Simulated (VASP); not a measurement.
Mg3CdSe2O2, 8 atoms in the cell. Symmetry: P3m1, No. 156, trigonal system. Conventional cell: a = 3.660 Å, b = 3.660 Å, c = 12.351 Å, α = 90.00°, β = 90.00°, γ = 120.00°. Mg (site symmetry 3m) has 3 O at 2.20 Å and 3 Se at 2.91 Å within 3.0 Å. Within 2.6 Å of Mg (site symmetry 3m) lie 1 O at 1.94 Å and 3 Se at 2.51 Å. Mg (site symmetry 3m) has 3 O at 2.21 Å and 3 Se at 2.94 Å within 3.0 Å. Cd (site symmetry 3m) has 1 O at 2.15 Å and 3 Se at 2.65 Å within 2.8 Å. Se (site symmetry 3m) has 3 Cd at 2.65 Å and 3 Mg at 2.94 Å and 3 O at 3.42 Å within 3.5 Å. Within 3.4 Å of Se (site symmetry 3m) lie 6 Mg at 2.51 to 2.91 Å and 3 O at 3.37 Å. O (site symmetry 3m) has 1 Cd at 2.15 Å and 3 Mg at 2.20 Å within 2.8 Å. Within 2.6 Å of O (site symmetry 3m) lie 4 Mg at 1.94 to 2.21 Å. 

```yaml
Program: VASP 6.6.1
Task: single point
Functional: PBE
Potentials_or_basis: VASP PAW PBE potentials, release 64 (Mg, Cd, Se, O)
Cutoff: 600 eV
k_mesh: 6 × 6 × 2
Occupations: gaussian, width 0.1 eV
Spin: collinear spin, ferromagnetic start
Starting_moments: "[0.0, 0.0, 0.0, 0.0, 0.0, 0.0, 1.0, 1.0] μB"
Dipole_correction: no
Further_INCAR_settings: ALGO = Normal; EDIFF = 1e-06; NBANDS = 35
```

Potentials or basis: VASP PAW PBE potentials, release 64 (Mg, Cd, Se, O).

Command:

```console
$ cat potpaw_PBE.64/Mg/POTCAR potpaw_PBE.64/Cd/POTCAR potpaw_PBE.64/Se/POTCAR potpaw_PBE.64/O/POTCAR > POTCAR
$ mpirun -np 1 vasp_std > vasp.out
```

Hardware: 1 thread of Oxide Virtual Turin-like Processor (shared host).

**Question.** Estimate the wall time of this run.

**Answer.** Run time: 2.8 min on 1 thread of Oxide Virtual Turin-like Processor, with other jobs on the host, peak memory 0.39 GiB. Counts: scf iterations 16, k points 14.
